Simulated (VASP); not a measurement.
# Mg15ZnO16 (a cell with a defect) in VASP: single point with PBE

Aim: the single point of Mg15ZnO16 (a cell with a defect) with PBE.

Everything below comes from runs of VASP 6.6.1. Logs are shortened: lines on timing, memory, paths and dates and some standing lists are left out, and cuts for length are marked.

### Step 1. The cell of the first run

The cell holds a defect, 32 atoms: a = 7.367 Å, b = 7.367 Å, c = 7.367 Å, α = 109.47°, β = 109.47°, γ = 109.47°.

### Step 2. Single point, PBE

The input, INCAR:

```
SYSTEM = Mg15ZnO16
PREC = Accurate
ENCUT = 520
EDIFF = 1E-7
ISMEAR = 0
SIGMA = 0.02
LREAL = Auto
LASPH = .True.
NELM = 60
ALGO = Normal
ISIF = 2
LWAVE = .False.
LCHARG = .True.
GGA = PE
LELF = .True.
LVHAR = .True.
NBANDS = 91
```

The input, KPOINTS:

```
Automatic mesh
0
Gamma
  2 2 2
  0.5 0.5 0.5
```

The input, POSCAR:

```
Mg15ZnO16
1.0
    4.2535896649     -4.2535896649      4.2535896649
   -4.2535896649      4.2535896649      4.2535896649
   -4.2535896649     -4.2535896649     -4.2535896649
Zn Mg O
1 15 16
Direct
    0.2500000000      0.7500000000      0.0000000000
    0.4999280510      0.7500000000      0.7500719490
    0.7500000000      0.7500000000      0.5000000000
    0.0000719490     -0.0000719490      1.0000000000
    0.2500000000     -0.0000719490      0.7500719490
    0.0000719490      0.7500000000      0.2499280510
    0.7500000000      0.2500000000      0.0000000000
    0.4999280510     -0.0000719490      0.4998561020
    0.7498561020     -0.0000719490      0.2499280510
    0.0000719490      0.2501438980      0.7500719490
    0.4999280510      0.5000719490      0.0000000000
    0.2500000000      0.2500000000      0.5000000000
    0.7501438980      0.5000719490      0.7500719490
    0.4999280510      0.2498561020      0.2499280510
    0.0000719490      0.5000719490      0.5001438980
    0.2500000000      0.5000719490      0.2499280510
    0.2500000000      0.0031003730      0.2531003730
    0.5031003730      0.0031003730      0.0000000000
    0.7500000000      0.0000000000      0.7500000000
    0.0000000000      0.2500000000      0.2500000000
    0.2500000000      0.2500000000      0.0000000000
    0.0000000000      0.0000000000      0.5000000000
    0.7500000000      0.5000000000      0.2500000000
    0.5000000000      0.2500000000      0.7500000000
    0.7500000000      0.2500000000      0.5000000000
   -0.0031003730      0.4968996270      0.0000000000
    0.5031003730      0.7500000000      0.2531003730
    0.2500000000      0.4968996270      0.7468996270
    0.7500000000      0.7500000000      0.0000000000
    0.5000000000      0.5000000000      0.5000000000
   -0.0031003730      0.7500000000      0.7468996270
    0.2500000000      0.7500000000      0.5000000000
```

Potentials or basis: VASP PAW PBE potentials, release 64 (Zn, Mg, O).

Command:

```sh
> cat potpaw_PBE.64/Zn/POTCAR potpaw_PBE.64/Mg/POTCAR potpaw_PBE.64/O/POTCAR > POTCAR
> mpirun -np 1 vasp_std > vasp.out
```

OUTCAR:

```text
SYSTEM = Mg15ZnO16
   PREC = Accurate
   ENCUT = 520
   EDIFF = 1E-7
   ISMEAR = 0
   LREAL = Auto
   LASPH = .True.
   NELM = 60
   ISIF = 2
   GGA = PE

 ion  position               nearest neighbor table
   1  0.250  0.750  0.000-  17 2.15  18 2.15  26 2.15  27 2.15  28 2.15  31 2.15   2 3.01   4 3.01
                             5 3.01   6 3.01  11 3.01  16 3.01  10 3.01   8 3.01  13 3.01  14 3.01
   2  0.500  0.750  0.750-  18 2.13  28 2.13  29 2.13  32 2.13  30 2.13  19 2.13   5 3.01   9 3.01
                            11 3.01  15 3.01   1 3.01  12 3.01   7 3.01   3 3.01   8 3.01  13 3.01
   3  0.750  0.750  0.500-  27 2.10  31 2.10  23 2.13  19 2.13  30 2.13  22 2.13   5 3.01  16 3.01
                             9 3.01  13 3.01  15 3.01   4 3.01  11 3.01   8 3.01  14 3.01  10 3.01
   4  0.000  1.000  0.000-  17 2.13  31 2.13  29 2.13  21 2.13  20 2.13  19 2.13   5 3.01   6 3.01
                            13 3.01  14 3.01   1 3.01  12 3.01   3 3.01   7 3.01   9 3.01  10 3.01
   5  0.250  1.000  0.750-  18 2.13  31 2.13  21 2.13  32 2.13  22 2.13  24 2.13   2 3.01   4 3.01
                            14 3.01  15 3.01   1 3.01   3 3.01   7 3.01  12 3.01   8 3.01  10 3.01
   6  0.000  0.750  0.250-  26 2.13  17 2.13  29 2.13  32 2.13  23 2.13  22 2.13   4 3.01   8 3.01
                            13 3.01  16 3.01   1 3.01  12 3.01   7 3.01   3 3.01   9 3.01  15 3.01
   7  0.750  0.250  0.000-  18 2.10  26 2.10  20 2.13  23 2.13  24 2.13  19 2.13  13 3.01  14 3.01
                             9 3.01  10 3.01   6 3.01  16 3.01   2 3.01   5 3.01  15 3.01   8 3.01
   8  0.500  1.000  0.500-  17 2.13  27 2.13  32 2.13  25 2.13  24 2.13  19 2.13   6 3.01  16 3.01
                             1 3.01  14 3.01   9 3.01   3 3.01  12 3.01   7 3.01   5 3.01   2 3.01
   9  0.750  1.000  0.250-  18 2.13  27 2.13  29 2.13  25 2.13  20 2.13  22 2.13   2 3.01  11 3.01
[... 17 lines left out ...]
  19  0.750  0.000  0.750-   3 2.13   7 2.13  10 2.13   8 2.13   4 2.13   2 2.13
  20  0.000  0.250  0.250-   7 2.13  12 2.13   9 2.13  15 2.13   4 2.13  16 2.13
  21  0.250  0.250  0.000-  10 2.13  14 2.13   4 2.13  11 2.13   5 2.13  16 2.13
  22  0.000  0.000  0.500-   3 2.13  12 2.13  10 2.13   9 2.13   6 2.13   5 2.13
[... 8 lines left out ...]
  31  0.997  0.750  0.747-   3 2.10   4 2.13   5 2.13  15 2.13  13 2.13   1 2.15
  32  0.250  0.750  0.500-   8 2.13  15 2.13   6 2.13   2 2.13   5 2.13  16 2.13

  LATTYP: Found a body centered cubic cell.
 ALAT       =     8.5071793298

  Lattice vectors:

 A1 = (   4.2535896649,  -4.2535896649,   4.2535896649)
 A2 = (  -4.2535896649,   4.2535896649,   4.2535896649)
 A3 = (  -4.2535896649,  -4.2535896649,  -4.2535896649)

Analysis of symmetry for initial positions (statically):
=====================================================================
 Subroutine PRICEL returns:
 Original cell was already a primitive cell.

 Routine SETGRP: Setting up the symmetry group for a
 body centered cubic supercell.

 Subroutine GETGRP returns: Found 48 space group operations
 (whereof  4 operations were pure point group operations)
 out of a pool of 48 trial point group operations.

The static configuration has the point symmetry C_2v.
 The point group associated with its full space group is O_h .

[... 175 lines left out ...]
   GGA     = PE    functional components
   LHFCALC =     F    Hartree Fock is set to
   AEXX    =    0.0000 exact exchange contribution
   IVDW    =     0    specifies the selected vdW correction
   LEPSILON=     F    determine dielectric tensor
   LRPA    =     F    only Hartree local field effects (RPA)
 non-spin polarized calculation
 Gauss-broadening in eV      SIGMA  =   0.02
  energy-cutoff  :      520.00
  volume of cell :      307.84
 maximum number of plane-waves:      8280
 NGX is ok and might be reduce to    54
   NGX = 27   NGY = 27   NGZ = 27

 number of electron     138.0000010 magnetization

 Free energy of the ion-electron system (eV)
  ---------------------------------------------------
  ext. energy  EPLUGINS =         0.00000000
  ---------------------------------------------------
  free energy    TOTEN  =      -187.36095320 eV

  energy without entropy =     -187.36095320  energy(sigma->0) =     -187.36095320

 E-fermi :   3.0601     XC(G=0): -11.0314

 val. band max:        2.9608786155   @ k =   0.2500   0.2500   0.2500
 cond. band min:       8.2245779203   @ k =  -0.2500   0.2500   0.2500
 fundamental gap:      5.2636993049
 Fermi energy:         3.0600645559

 k-point     1 :       0.2500    0.2500    0.2500
  band No.  band energies     occupation
      1     -13.7527      2.00000
      2     -13.6759      2.00000
      3     -13.6759      2.00000
      4     -13.6759      2.00000
      5     -13.0232      2.00000
      6     -13.0232      2.00000
[... 73 lines left out ...]
     80      12.4488      0.00000
     81      12.4776      0.00000

 k-point     2 :      -0.2500    0.2500    0.2500
  band No.  band energies     occupation
      1     -14.0519      2.00000
      2     -13.4556      2.00000
      3     -13.3942      2.00000
      4     -13.3940      2.00000
      5     -13.3940      2.00000
      6     -13.1088      2.00000
[... 73 lines left out ...]
     80      12.6584      0.00000
     81      12.7436      0.00000
 [bands above 81 left out]

------------------------ aborting loop because EDIFF is reached ----------------------------------------

  FORCE on cell =-STRESS in cart. coord.  units (eV):
  Direction    XX          YY          ZZ          XY          YZ          ZX
  --------------------------------------------------------------------------------------
  -------------------------------------------------------------------------------------
  Total       -0.2117991     -0.2117991     -0.2117991      0.0000000     -0.0000000      0.0000000
  in kB       -1.1023205     -1.1023205     -1.1023205      0.0000000     -0.0000000      0.0000000
  external PRESSURE =      -1.1023205 kB  Pullay stress =       0.0000000 kB

 VOLUME and BASIS-vectors are now :
 -----------------------------------------------------------------------------
  energy-cutoff  :      520.00
  volume of cell :      307.84
      direct lattice vectors                 reciprocal lattice vectors
     4.253589665 -4.253589665  4.253589665     0.000000000 -0.117547775  0.117547775
    -4.253589665  4.253589665  4.253589665    -0.117547775  0.000000000  0.117547775
    -4.253589665 -4.253589665 -4.253589665    -0.117547775 -0.117547775  0.000000000

 POSITION                                       TOTAL-FORCE (eV/Angst)
 -----------------------------------------------------------------------------------
     -2.12679      2.12679      4.25359        -0.000000      0.000000      0.000000
     -4.25420     -2.12679      2.12618         0.009719      0.000000      0.009719
     -2.12679     -2.12679      4.25359        -0.000000      0.000000      0.000000
     -4.25298      4.25298      4.25359        -0.009719      0.009719      0.000000
     -6.38038     -0.00061      2.12618        -0.000000      0.009719      0.009719
     -4.25298      2.12679      2.12741        -0.009719      0.000000     -0.009719
[... 24 lines left out ...]
     -2.12679     -4.22721      4.25359        -0.000000      0.046024      0.000000
     -4.25359      0.00000      2.12679        -0.000000      0.000000      0.000000
 -----------------------------------------------------------------------------------
    total drift:                                0.000000      0.000000      0.000000

  FREE ENERGIE OF THE ION-ELECTRON SYSTEM (eV)
  ---------------------------------------------------
  free  energy   TOTEN  =      -187.3609531966 eV

  energy  without entropy=     -187.3609531966  energy(sigma->0) =     -187.36095320
```

OSZICAR:

```text
N       E                     dE             d eps       ncg     rms          rms(c)
DAV:   1     0.111548269868E+04    0.11155E+04   -0.64813E+04   364   0.146E+03
DAV:   2    -0.795856110941E+02   -0.11951E+04   -0.11399E+04   428   0.353E+02
DAV:   3    -0.209061486189E+03   -0.12948E+03   -0.12823E+03   410   0.130E+02
DAV:   4    -0.212595520538E+03   -0.35340E+01   -0.35166E+01   437   0.231E+01
DAV:   5    -0.212647247638E+03   -0.51727E-01   -0.51631E-01   464   0.299E+00    0.293E+01
DAV:   6    -0.187064356382E+03    0.25583E+02   -0.10977E+02   509   0.468E+01    0.105E+01
DAV:   7    -0.187490012467E+03   -0.42566E+00   -0.78978E+00   410   0.816E+00    0.730E+00
DAV:   8    -0.187480575756E+03    0.94367E-02   -0.17731E+00   528   0.103E+01    0.250E+00
DAV:   9    -0.187369677873E+03    0.11090E+00   -0.40021E-01   541   0.675E+00    0.109E+00
DAV:  10    -0.187359010038E+03    0.10668E-01   -0.13590E-01   496   0.165E+00    0.315E-01
DAV:  11    -0.187361370671E+03   -0.23606E-02   -0.17809E-02   544   0.824E-01    0.266E-01
DAV:  12    -0.187361015611E+03    0.35506E-03   -0.53908E-03   528   0.389E-01    0.127E-01
DAV:  13    -0.187360990269E+03    0.25341E-04   -0.29401E-03   528   0.329E-01    0.569E-02
DAV:  14    -0.187360949772E+03    0.40497E-04   -0.34719E-04   456   0.837E-02    0.182E-02
DAV:  15    -0.187360955769E+03   -0.59973E-05   -0.38156E-05   496   0.372E-02    0.107E-02
DAV:  16    -0.187360953225E+03    0.25445E-05   -0.19163E-05   568   0.404E-02    0.332E-03
DAV:  17    -0.187360953250E+03   -0.24947E-07   -0.18901E-06   520   0.858E-03    0.123E-03
DAV:  18    -0.187360953197E+03    0.53318E-07   -0.25042E-07   304   0.560E-03
   1 F= -.18736095E+03 E0= -.18736095E+03  d E =-.117521E-12
```

stdout:

```text
POSCAR found type information on POSCAR ZnMgO
 POSCAR found :  3 types and      32 ions
 scaLAPACK will be used
 LDA part: xc-table for (Slater+PW92), standard interpolation
 POSCAR, INCAR and KPOINTS ok, starting setup
 FFT: planning ... GRIDC
 FFT: planning ... GRID_SOFT
 FFT: planning ... GRID
 WAVECAR not read
 entering main loop
```

It took 1.7 min on 1 thread of Intel Xeon 6975P-C (Granite Rapids), shared host; peak memory 0.42 GiB.

Results:

```yaml
Free_energy: -187.3610 eV
Pressure: -0.1 GPa
Largest_force: 0.046 eV/Å
Band_gap_on_the_k_mesh: 5.26 eV
```

Forces on the atoms (eV/Å):
```
Zn   0.000  0.000  0.000
Mg   0.010  0.000  0.010
Mg   0.000  0.000  0.000
Mg  -0.010  0.010  0.000
Mg   0.000  0.010  0.010
Mg  -0.010  0.000 -0.010
Mg   0.000  0.000  0.000
Mg  -0.010 -0.010  0.000
Mg   0.000 -0.010  0.010
Mg   0.010  0.000 -0.010
Mg   0.010 -0.010  0.000
Mg   0.000  0.000  0.000
Mg   0.000  0.010 -0.010
Mg  -0.010  0.000  0.010
Mg   0.010  0.010  0.000
Mg   0.000 -0.010 -0.010
O   -0.046  0.000  0.000
O    0.000  0.000  0.046
O    0.000  0.000  0.000
O    0.000  0.000  0.000
O    0.000  0.000  0.000
O    0.000  0.000  0.000
O    0.000  0.000  0.000
O    0.000  0.000  0.000
O    0.000  0.000  0.000
O    0.000  0.000 -0.046
O    0.000 -0.046  0.000
O    0.046  0.000  0.000
O    0.000  0.000  0.000
O    0.000  0.000  0.000
O    0.000  0.046  0.000
O    0.000  0.000  0.000
```

Levels at points of the mesh, in eV from the valence-band top:
| k point | band 66 | band 67 | band 68 | band 69 | band 70 | band 71 | band 72 | band 73 |
| --- | --- | --- | --- | --- | --- | --- | --- | --- |
| (0.25, 0.25, 0.25) | -0.38 | -0.38 | 0.00 | 0.00 | 5.88 | 6.73 | 6.73 | 6.73 |
